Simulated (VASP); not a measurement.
Wanted: the native input for a VASP 6.6.1 run.

```yaml
Task: single point
Functional: LDA
Potentials_or_basis: VASP PAW LDA potentials, release 64 (Ca_sv, C)
Cutoff: 520 eV
k_mesh: 10 × 10 × 10
Occupations: gaussian, width 0.05 eV
Spin: no spin polarisation
Dipole_correction: no
Further_INCAR_settings: ALGO = Normal; EDIFF = 1e-06; NBANDS = 16
```

The structure of CaC2 lies in POSCAR:

```
CaC2
1.0
   -1.8375836694      1.8375836694      3.3622168046
    1.8375836694     -1.8375836694      3.3622168046
    1.8375836694      1.8375836694     -3.3622168046
Ca C
1 2
Direct
    0.0000000000      0.0000000000      0.0000000000
    0.5978927200      0.5978927200      0.0000000000
    0.4021072800      0.4021072800      0.0000000000
```

This cell differs from its parent crystal: strain -0.050 along x and y, +0.050 along z.

These files were run (other wordings do the same):

INCAR

```
PREC = Accurate
ENCUT = 520
EDIFF = 1E-6
ISMEAR = 0
SIGMA = 0.05
LREAL = False
LASPH = True
NELM = 100
ALGO = Normal
ISIF = 2
LWAVE = False
LCHARG = False
NBANDS = 16
```

KPOINTS

```
Automatic mesh
0
Gamma
  10 10 10
```

Potentials or basis: VASP PAW LDA potentials, release 64 (Ca_sv, C).

Run with:

```sh
$ cat potpaw_LDA.64/Ca_sv/POTCAR potpaw_LDA.64/C/POTCAR > POTCAR
$ mpirun -np 1 vasp_std > vasp.out
```

It gave:

```
Pressure               : -7.2 GPa
Largest force          : 3.718 eV/Å
Band gap on the k mesh : 0.42 eV, indirect (least direct gap 1.64 eV)
```

Caveat: the cell differs from its parent crystal (strain -0.050 along x and y, +0.050 along z); forces of over 1 eV/Å act on the atoms, so gaps and moduli don't describe the material at rest.

It took 70 s on 1 thread of Intel(R) Xeon(R) Platinum 8259CL CPU @ 2.50GHz (Skylake/Cascade Lake), with other jobs on the host, peak memory 0.2 GiB.
